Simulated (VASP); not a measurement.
**CoO: single point with PBE+U**

CoO:

```
Co O
1.0
     0.00000    2.16283   -2.16283
     0.00000    2.16283    2.16283
     4.32565    0.00000    0.00000
Co O
2 2
Cartesian
  0.0000 0.0000 0.0000
  2.1628 2.1628 0.0000
  2.1628 2.1628 2.1628
  4.3257 4.3257 2.1628
```

```json
{
 "Program": "VASP 6.6.1",
 "Task": "single point",
 "Functional": "PBE",
 "Potentials or basis": "VASP PAW PBE potentials, release 64 (Co_sv, O)",
 "Cutoff": "700 eV",
 "k mesh": "5 × 5 × 3",
 "Occupations": "gaussian, width 0.05 eV",
 "Spin": "collinear spin, antiferromagnetic start",
 "Starting moments": "[3.0, -3.0, 0.0, 0.0] μB",
 "Hubbard terms": "Co d U = 3.3 eV",
 "Dipole correction": "no",
 "Further INCAR settings": "ALGO = Normal; EDIFF = 1e-06; NBANDS = 35"
}
```

- Pressure: -2.1 GPa
- Band gap on the k mesh: 0.60 eV
- Net moment: 0.00 μB per cell
- Site moments: Co +2.67, -2.67; O -0.11, +0.11 μB
- Valence electrons inside the program's atomic spheres: Co 14.88; O 4.99

Stress tensor (GPa, compression positive):
```
 6.03  0.00  0.00
 0.00 -6.18  0.00
 0.00  0.00 -6.18
```

Levels at points of the mesh, in eV from the valence-band top:
Spin up:
```tsv
k point	band 20	band 21	band 22	band 23	band 24	band 25	band 26	band 27
(0.00, 0.00, 0.00)	-1.93	-1.78	-1.01	-1.01	0.62	1.60	1.67	3.22
```
Spin down:
```
           k point  band 19  band 20  band 21  band 22  band 23  band 24  band 25  band 26  band 27  band 28
(0.00, 0.00, 0.00)    -1.93    -1.93    -1.78    -1.01    -1.01     0.62     1.60     1.67     3.22     6.51
```

Eigenvalues of the final occupation matrices:
| site | spin | trace | eigenvalues |
| --- | --- | --- | --- |
| site 1 d | 1 | 4.68 | 0.92 0.92 0.93 0.95 0.95 |
| site 1 d | 2 | 2.03 | 0.03 0.07 0.11 0.91 0.91 |
| site 2 d | 1 | 2.03 | 0.03 0.07 0.11 0.91 0.91 |
| site 2 d | 2 | 4.68 | 0.92 0.92 0.93 0.95 0.95 |

Run time: 38 s on 1 thread of AMD EPYC 9R45 96-Core Processor (Zen 5), on a shared host, peak memory 0.18 GiB.

Caveat: the k points lie up to 0.48 Å⁻¹ apart; an odd mesh through Γ misses points on the zone boundary, where band edges can lie.
